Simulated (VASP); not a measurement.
# AlRu (Pm-3m) in VASP: a series of runs

AlRu is run at these levels: PBE; tasks: single point.

All numbers are computed with VASP 6.6.1; they aren't measurements. Logs are shortened: lines on timing, memory, paths and dates and some standing lists are left out, and cuts for length are marked.

**1. The cell of the first run**

The structure is cubic, space group Pm-3m (No. 221). The conventional cell has a = 2.972 Å, b = 2.972 Å, c = 2.972 Å, α = 90.00°, β = 90.00°, γ = 90.00°. Al (site symmetry m-3m) has 8 Ru at 2.57 Å and 6 Al at 2.97 Å within 3.4 Å. Ru (site symmetry m-3m) has 8 Al at 2.57 Å and 6 Ru at 2.97 Å within 3.4 Å.

**2. Single point, PBE**

File INCAR:

```
SYSTEM = AlRu
ALGO = Normal ; EDIFF = 1E-6
ENCUT = 520 ; GGA = PE
ISIF = 2 ; ISMEAR = -1
LASPH = .TRUE. ; LCHARG = .TRUE.
LELF = .TRUE. ; LREAL = .FALSE.
LVHAR = .TRUE. ; LWAVE = .FALSE.
NBANDS = 16 ; NELM = 80
PREC = Accurate ; SIGMA = 0.05
```

File KPOINTS:

```
k-points
0
G
  10 10 10
  0 0 0
```

File POSCAR:

```
AlRu
1.0
    2.9715215427      0.0000000000      0.0000000000
    0.0000000000      2.9715215427      0.0000000000
    0.0000000000      0.0000000000      2.9715215427
Al Ru
1 1
Direct
    0.0000000000      0.0000000000      0.0000000000
    0.5000000000      0.5000000000      0.5000000000
```

Potentials or basis: VASP PAW PBE potentials, release 64 (Al, Ru_pv).

On the command line:

```
> cat potpaw_PBE.64/Al/POTCAR potpaw_PBE.64/Ru_pv/POTCAR > POTCAR
> mpirun -np 1 vasp_std > vasp.out
```

OUTCAR:

```text
SYSTEM = AlRu
   EDIFF = 1E-6
   ENCUT = 520
   GGA = PE
   ISIF = 2
   ISMEAR = -1
   LASPH = .TRUE.
   LREAL = .FALSE.
   NELM = 80
   PREC = Accurate

 ion  position               nearest neighbor table
   1  0.000  0.000  0.000-   2 2.57   2 2.57   2 2.57   2 2.57   2 2.57   2 2.57   2 2.57   2 2.57

   2  0.500  0.500  0.500-   1 2.57   1 2.57   1 2.57   1 2.57   1 2.57   1 2.57   1 2.57   1 2.57

  LATTYP: Found a simple cubic cell.
 ALAT       =     2.9715215427

  Lattice vectors:

 A1 = (   2.9715215427,   0.0000000000,   0.0000000000)
 A2 = (   0.0000000000,   2.9715215427,   0.0000000000)
 A3 = (   0.0000000000,   0.0000000000,   2.9715215427)

Analysis of symmetry for initial positions (statically):
=====================================================================
 Subroutine PRICEL returns:
 Original cell was already a primitive cell.

 Routine SETGRP: Setting up the symmetry group for a
 simple cubic supercell.

 Subroutine GETGRP returns: Found 48 space group operations
 (whereof 48 operations were pure point group operations)
 out of a pool of 48 trial point group operations.

The static configuration has the point symmetry O_h .

Analysis of symmetry for dynamics (positions and initial velocities):
=====================================================================
 Subroutine PRICEL returns:
 Original cell was already a primitive cell.

 Routine SETGRP: Setting up the symmetry group for a
 simple cubic supercell.

 Subroutine GETGRP returns: Found 48 space group operations
 (whereof 48 operations were pure point group operations)
 out of a pool of 48 trial point group operations.

The dynamic configuration has the point symmetry O_h .

 Subroutine INISYM returns: Found 48 space group operations
 (whereof 48 operations are pure point group operations),
 and found     1 'primitive' translations

----------------------------------------------------------------------------------------

                                     Primitive cell

  volume of cell :      26.2384

  direct lattice vectors                    reciprocal lattice vectors
     2.971521543  0.000000000  0.000000000     0.336527932  0.000000000  0.000000000
     0.000000000  2.971521543  0.000000000     0.000000000  0.336527932  0.000000000
     0.000000000  0.000000000  2.971521543     0.000000000  0.000000000  0.336527932

  length of vectors
     2.971521543  2.971521543  2.971521543     0.336527932  0.336527932  0.336527932

  position of ions in fractional coordinates (direct lattice)
     0.000000000  0.000000000  0.000000000
     0.500000000  0.500000000  0.500000000

[... 77 lines left out ...]
   LREAL  =      F    real-space projection
   EDIFFG = 0.1E-04   stopping-criterion for IOM
   NSW    =      0    number of steps for IOM
   IBRION =     -1    ionic relax: 0-MD 1-quasi-New 2-CG
   NFREE  =      0    steps in history (QN), initial steepest desc. (CG)
   ISIF   =      2    stress and relaxation
   ISYM   =      2    0-nonsym 1-usesym 2-fastsym
   POTIM  = 0.5000    time-step for ionic-motion
   TEBEG  =    0.0;   TEEND  =   0.0 temperature during run
   PSTRESS=    0.0 pullay stress
   NELECT =      17.0000    total number of electrons
   NUPDOWN=      -1.0000    fix difference up-down
   EMIN   =  10.00;   EMAX   =-10.00  energy-range for DOS
   EFERMI =   0.00;   METHOD = LEGACY
   ISMEAR =    -1;   SIGMA  =   0.05  broadening in eV -4-tet -1-fermi 0-gaus
   EFERMI_NEDOS =   21; number of points for ismear=-14 and -15
   IALGO  =     38    algorithm
   IMIX   =      4    mixing-type and parameters
     AMIX     =   0.40;   BMIX     =  1.00
     AMIX_MAG =   1.60;   BMIX_MAG =  1.00
  volume/ion in A,a.u.               =      13.12        88.53
  Fermi-wavevector in a.u.,A,eV,Ry     =   1.416595  2.676976 27.303360  2.006740
  Thomas-Fermi vector in A             =   2.537913
   LORBIT       =      0    0 simple, 1 ext, 2 COOP (PROOUT), +10 PAW based schemes
   GGA     = PE    functional components
   LHFCALC =     F    Hartree Fock is set to
   AEXX    =    0.0000 exact exchange contribution
   IVDW    =     0    specifies the selected vdW correction
   LEPSILON=     F    determine dielectric tensor
   LRPA    =     F    only Hartree local field effects (RPA)
 non-spin polarized calculation
  energy-cutoff  :      520.00
  volume of cell :       26.24
 maximum number of plane-waves:       739
 NGX is ok and might be reduce to    24
   NGX = 11   NGY = 11   NGZ = 11

 number of electron      16.9999996 magnetization

 Free energy of the ion-electron system (eV)
  ---------------------------------------------------
  ext. energy  EPLUGINS =         0.00000000
  ---------------------------------------------------
  free energy    TOTEN  =       -14.25018065 eV

  energy without entropy =      -14.23626226  energy(sigma->0) =      -14.24322145

 E-fermi :  11.0206     XC(G=0): -12.6703

 val. band max:       11.0033237169   @ k =   0.4000   0.1000   0.1000
 cond. band min:      11.0352517622   @ k =   0.5000   0.1000   0.1000
 fundamental gap:      0.0319280453
 Fermi energy:        11.0206383915

 k-point     1 :       0.0000    0.0000    0.0000
  band No.  band energies     occupation
      1     -30.7779      2.00000
      2     -30.7779      2.00000
      3     -30.7779      2.00000
      4       1.2126      2.00000
      5       7.3204      2.00000
      6       7.3204      2.00000
[... 433 lines left out ...]
      3     -30.7839      2.00000
      4       3.1874      2.00000
      5       7.4110      2.00000
      6       7.9684      2.00000
[... 8 lines left out ...]
     15      24.9909      0.00000
     16      25.7436      0.00000

 [... further k-points ...]

------------------------ aborting loop because EDIFF is reached ----------------------------------------

  FORCE on cell =-STRESS in cart. coord.  units (eV):
  Direction    XX          YY          ZZ          XY          YZ          ZX
  --------------------------------------------------------------------------------------
  -------------------------------------------------------------------------------------
  Total        1.1678047      1.1678047      1.1678047      0.0000000     -0.0000000      0.0000000
  in kB       71.3089657     71.3089657     71.3089657      0.0000000     -0.0000000      0.0000000
  external PRESSURE =      71.3089657 kB  Pullay stress =       0.0000000 kB

 VOLUME and BASIS-vectors are now :
 -----------------------------------------------------------------------------
  energy-cutoff  :      520.00
  volume of cell :       26.24
      direct lattice vectors                 reciprocal lattice vectors
     2.971521543  0.000000000  0.000000000     0.336527932  0.000000000  0.000000000
     0.000000000  2.971521543  0.000000000     0.000000000  0.336527932  0.000000000
     0.000000000  0.000000000  2.971521543     0.000000000  0.000000000  0.336527932

 POSITION                                       TOTAL-FORCE (eV/Angst)
 -----------------------------------------------------------------------------------
      0.00000      0.00000      0.00000         0.000000      0.000000      0.000000
      1.48576      1.48576      1.48576         0.000000      0.000000      0.000000
 -----------------------------------------------------------------------------------
    total drift:                                0.000000     -0.000000     -0.000000

  FREE ENERGIE OF THE ION-ELECTRON SYSTEM (eV)
  ---------------------------------------------------
  free  energy   TOTEN  =       -14.2501806498 eV

  energy  without entropy=      -14.2362622557  energy(sigma->0) =      -14.24322145
```

OSZICAR:

```text
N       E                     dE             d eps       ncg     rms          rms(c)
DAV:   1     0.118106762547E+03    0.11811E+03   -0.91194E+03  1824   0.990E+02
DAV:   2    -0.130792585489E+02   -0.13119E+03   -0.12515E+03  2112   0.297E+02
DAV:   3    -0.149163317010E+02   -0.18371E+01   -0.18324E+01  2336   0.367E+01
DAV:   4    -0.149294736156E+02   -0.13142E-01   -0.13120E-01  2200   0.328E+00
DAV:   5    -0.149296695994E+02   -0.19598E-03   -0.19588E-03  2176   0.391E-01    0.128E+01
DAV:   6    -0.143282953625E+02    0.60137E+00   -0.22546E+00  1952   0.163E+01    0.243E+00
DAV:   7    -0.142654797619E+02    0.62816E-01   -0.16643E-01  1896   0.458E+00    0.218E+00
DAV:   8    -0.142505014352E+02    0.14978E-01   -0.17218E-02  2088   0.117E+00    0.201E-01
DAV:   9    -0.142501873882E+02    0.31405E-03   -0.64165E-04  2144   0.254E-01    0.132E-01
DAV:  10    -0.142501823024E+02    0.50859E-05   -0.33832E-05  2112   0.612E-02    0.138E-02
DAV:  11    -0.142501811394E+02    0.11629E-05   -0.10015E-06  1744   0.995E-03    0.466E-03
DAV:  12    -0.142501806498E+02    0.48960E-06   -0.71026E-08  1032   0.280E-03
   1 F= -.14250181E+02 E0= -.14243221E+02  d E =-.139184E-01
```

Run time: 6.9 s. Hardware: 1 thread of Intel Xeon 6975P-C (Granite Rapids), shared host; peak memory 0.15 GiB.

What came out:

```yaml
Free_energy: -14.2502 eV
Pressure: 7.1 GPa
```

Levels at points of the mesh, in eV from the Fermi level:
```csv
k point,band 6,band 7,band 8,band 9,band 10,band 11,band 12,band 13
"(0.00, 0.00, 0.00)",-3.70,0.16,0.16,0.16,6.16,6.16,6.16,11.08
"(0.50, 0.00, 0.00)",-2.88,-1.67,-1.67,0.42,2.34,7.42,11.12,11.12
"(0.50, 0.50, 0.00)",-1.39,-1.39,-1.23,-1.23,1.56,5.43,6.43,10.75
"(0.50, 0.50, 0.50)",-4.77,1.66,1.66,2.69,4.17,4.17,4.17,8.71
```

**3. Single point, PBE**

This run uses another cell than the first one, of 13.39 Å³/atom, 1.020 times its volume.

File INCAR:

```
SYSTEM = AlRu
PREC = Accurate ; ENCUT = 520
EDIFF = 1E-7 ; ISMEAR = -1
SIGMA = 0.05 ; LREAL = .FALSE.
LASPH = .TRUE. ; NELM = 80
ALGO = Normal ; ISIF = 2
LWAVE = .FALSE. ; LCHARG = .FALSE.
GGA = PE ; NBANDS = 16
```

File KPOINTS:

```
Automatic mesh
0
G
  10 10 10
  0 0 0
```

File POSCAR:

```
AlRu
1.0
    2.9916000000      0.0000000000      0.0000000000
    0.0000000000      2.9916000000      0.0000000000
    0.0000000000      0.0000000000      2.9916000000
Al Ru
1 1
Direct
    0.0000000000      0.0000000000      0.0000000000
    0.5000000000      0.5000000000      0.5000000000
```

Potentials or basis: VASP PAW PBE potentials, release 64 (Al, Ru_pv).

On the command line:

```
> cat potpaw_PBE.64/Al/POTCAR potpaw_PBE.64/Ru_pv/POTCAR > POTCAR
> mpirun -np 1 vasp_std > vasp.out
```

Wall time 6.8 s (1 thread of Intel Xeon 6975P-C (Granite Rapids), shared host); peak memory 0.15 GiB.

The run converged. Its results:

- Free energy: -14.2665 eV
- Pressure: 2.6 GPa

Levels at points of the mesh, in eV from the Fermi level:
| k point | band 6 | band 7 | band 8 | band 9 | band 10 | band 11 | band 12 | band 13 |
| --- | --- | --- | --- | --- | --- | --- | --- | --- |
| (0.00, 0.00, 0.00) | -3.59 | 0.16 | 0.16 | 0.16 | 6.07 | 6.07 | 6.07 | 10.96 |
| (0.50, 0.00, 0.00) | -2.79 | -1.62 | -1.62 | 0.41 | 2.27 | 7.43 | 11.02 | 11.02 |
| (0.50, 0.50, 0.00) | -1.38 | -1.38 | -1.19 | -1.19 | 1.51 | 5.29 | 6.22 | 10.58 |
| (0.50, 0.50, 0.50) | -4.65 | 1.60 | 1.60 | 2.57 | 4.12 | 4.12 | 4.12 | 8.52 |

**4. Single point, PBE**

This run uses another cell than the first one, of 13.65 Å³/atom, 1.041 times its volume.

File INCAR:

```
  ALGO = Normal
  EDIFF = 1E-6
  ENCUT = 520
  GGA = PE
  ISIF = 2
  ISMEAR = -1
  LASPH = T
  LCHARG = F
  LREAL = F
  LWAVE = F
  NBANDS = 16
  NELM = 60
  PREC = Accurate
  SIGMA = 0.05
```

File KPOINTS:

```
k-points
0
Gamma
  10 10 10
```

File POSCAR:

```
AlRu
1.0
    3.0114124979      0.0000000000      0.0000000000
    0.0000000000      3.0114124979      0.0000000000
    0.0000000000      0.0000000000      3.0114124979
Al Ru
1 1
Direct
    0.0000000000      0.0000000000      0.0000000000
    0.5000000000      0.5000000000      0.5000000000
```

On the command line:

```
> cat potpaw_PBE.64/Al/POTCAR potpaw_PBE.64/Ru_pv/POTCAR > POTCAR
> mpirun -np 1 vasp_std > vasp.out
```

It took 6.1 s on 1 thread of Intel Xeon 6975P-C (Granite Rapids), shared host; peak memory 0.15 GiB.

Results (log left out):

```
Free energy : -14.2683 eV
Pressure    : -1.5 GPa
```

Levels at points of the mesh, in eV from the Fermi level:
| k point | band 5 | band 6 | band 7 | band 8 | band 9 | band 10 | band 11 | band 12 | band 13 | band 14 |
| --- | --- | --- | --- | --- | --- | --- | --- | --- | --- | --- |
| (0.00, 0.00, 0.00) | -3.48 | -3.48 | 0.15 | 0.15 | 0.15 | 5.97 | 5.97 | 5.97 | 10.85 | 10.85 |
| (0.50, 0.00, 0.00) | -5.46 | -2.70 | -1.58 | -1.58 | 0.39 | 2.20 | 7.45 | 10.92 | 10.92 | 12.10 |
| (0.50, 0.50, 0.00) | -3.00 | -1.36 | -1.36 | -1.15 | -1.15 | 1.46 | 5.16 | 6.02 | 10.43 | 12.10 |
| (0.50, 0.50, 0.50) | -4.54 | -4.54 | 1.55 | 1.55 | 2.44 | 4.07 | 4.07 | 4.07 | 8.33 | 8.33 |

**5. Single point, PBE**

This run uses another cell than the first one, of 13.92 Å³/atom, 1.061 times its volume.

File INCAR:

```
SYSTEM = AlRu
PREC = Accurate
ENCUT = 520
EDIFF = 1E-7
ISMEAR = -1
SIGMA = 0.05
LREAL = .FALSE.
LASPH = .TRUE.
NELM = 60
ALGO = Normal
ISIF = 2
LWAVE = .FALSE.
LCHARG = .FALSE.
GGA = PE
NBANDS = 16
```

File KPOINTS:

```
Automatic mesh
0
G
  10 10 10
  0 0 0
```

File POSCAR:

```
AlRu
1.0
    3.0309676725      0.0000000000      0.0000000000
    0.0000000000      3.0309676725      0.0000000000
    0.0000000000      0.0000000000      3.0309676725
Al Ru
1 1
Direct
    0.0000000000      0.0000000000      0.0000000000
    0.5000000000      0.5000000000      0.5000000000
```

On the command line:

```
> cat potpaw_PBE.64/Al/POTCAR potpaw_PBE.64/Ru_pv/POTCAR > POTCAR
> mpirun -np 1 vasp_std > vasp.out
```

Run time: 6.7 s. Hardware: 1 thread of Intel Xeon 6975P-C (Granite Rapids), shared host; peak memory 0.15 GiB.

Results (log left out):

| Quantity | Value |
| --- | --- |
| Free energy | -14.2572 eV |
| Pressure | -5.2 GPa |

Levels at points of the mesh, in eV from the Fermi level:
```tsv
k point	band 7	band 8	band 9	band 10	band 11	band 12
(0.00, 0.00, 0.00)	0.15	0.15	0.15	5.88	5.88	5.88
(0.50, 0.00, 0.00)	-1.54	-1.54	0.38	2.13	7.45	10.82
(0.50, 0.50, 0.00)	-1.35	-1.11	-1.11	1.42	5.04	5.83
(0.50, 0.50, 0.50)	1.50	1.50	2.33	4.03	4.03	4.03
```

**6. Single point, PBE**

This run uses another cell than the first one, of 14.19 Å³/atom, 1.082 times its volume.

File INCAR:

```
SYSTEM = AlRu
ALGO = Normal ; EDIFF = 1E-7
ENCUT = 520 ; GGA = PE
ISIF = 2 ; ISMEAR = -1
LASPH = .TRUE. ; LCHARG = .TRUE.
LELF = .TRUE. ; LREAL = .FALSE.
LVHAR = .TRUE. ; LWAVE = .FALSE.
NBANDS = 16 ; NELM = 60
PREC = Accurate ; SIGMA = 0.05
```

File KPOINTS:

```
k-points
0
G
  10 10 10
  0 0 0
```

File POSCAR:

```
AlRu
1.0
    3.0502737196      0.0000000000      0.0000000000
    0.0000000000      3.0502737196      0.0000000000
    0.0000000000      0.0000000000      3.0502737196
Al Ru
1 1
Direct
    0.0000000000      0.0000000000      0.0000000000
    0.5000000000      0.5000000000      0.5000000000
```

Potentials or basis: VASP PAW PBE potentials, release 64 (Al, Ru_pv).

On the command line:

```
> cat potpaw_PBE.64/Al/POTCAR potpaw_PBE.64/Ru_pv/POTCAR > POTCAR
> mpirun -np 1 vasp_std > vasp.out
```

Wall time 7 s (1 thread of Intel Xeon 6975P-C (Granite Rapids), shared host); peak memory 0.15 GiB.

The run converged. Its results:

```
Free energy : -14.2345 eV
Pressure    : -8.5 GPa
```

Levels at points of the mesh, in eV from the Fermi level:
| k point | band 6 | band 7 | band 8 | band 9 | band 10 | band 11 | band 12 | band 13 |
| --- | --- | --- | --- | --- | --- | --- | --- | --- |
| (0.00, 0.00, 0.00) | -3.28 | 0.14 | 0.14 | 0.14 | 5.79 | 5.79 | 5.79 | 10.62 |
| (0.50, 0.00, 0.00) | -2.55 | -1.50 | -1.50 | 0.37 | 2.06 | 7.46 | 10.72 | 10.72 |
| (0.50, 0.50, 0.00) | -1.33 | -1.33 | -1.08 | -1.08 | 1.37 | 4.92 | 5.64 | 10.12 |
| (0.50, 0.50, 0.50) | -4.33 | 1.46 | 1.46 | 2.21 | 3.99 | 3.99 | 3.99 | 7.99 |

**7. The runs side by side**

| cell | gap on the mesh (eV) | pressure (GPa) |
| --- | --- | --- |
| a = 2.972 Å, 2 atoms | none | 7.1 |
| a = 2.992 Å, 2 atoms | none | 2.6 |
| a = 3.011 Å, 2 atoms | none | -1.5 |
| a = 3.031 Å, 2 atoms | none | -5.2 |
| a = 3.050 Å, 2 atoms | none | -8.5 |

Alike in all rows: task single point; level PBE; potentials or basis VASP PAW PBE potentials, release 64 (Al, Ru_pv); no spin polarisation; k mesh 10 × 10 × 10; cutoff (eV) 520; smearing fermi-dirac 0.05 eV.

Total energies depend on the potentials used, so only differences within one code and one set of settings carry meaning.
